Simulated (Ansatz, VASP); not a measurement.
# F: VASP beside Ansatz

```xyz
1
Lattice="-1.0130 1.0130 1.0130 1.0130 -1.0130 1.0130 1.0130 1.0130 -1.0130" Properties=species:S:1:pos:R:3 pbc="T T T"
F     0.0000    0.0000    0.0000
```

Change from the starting cell: volume scaled by 0.45, LAPW.

Alike in both runs: task single point; functional PBEsol; k mesh 20 × 20 × 20; occupations fermi-dirac, width 0.1 eV; no spin polarisation.

|  | VASP | Ansatz |
| --- | --- | --- |
| version | VASP 6.6.1 | Ansatz 0.2.0 |
| potentials or method | VASP PAW PBE potentials, release 64 (F), cutoff 520 eV | all-electron LAPW, scalar-relativistic |

VASP gave:

- pressure (GPa): 425.3

**Question.** What did Ansatz give for the same quantities?

**Answer.** Pressure (GPa): 425.6.

VASP's potentials were made for PBE, not for PBEsol. Both programs put the cell under a high pressure, so it lies far from rest at this level. Ansatz ran all-electron here, and VASP with PAW potentials.

Noted on VASP's run: the cell as given lies far from equilibrium.
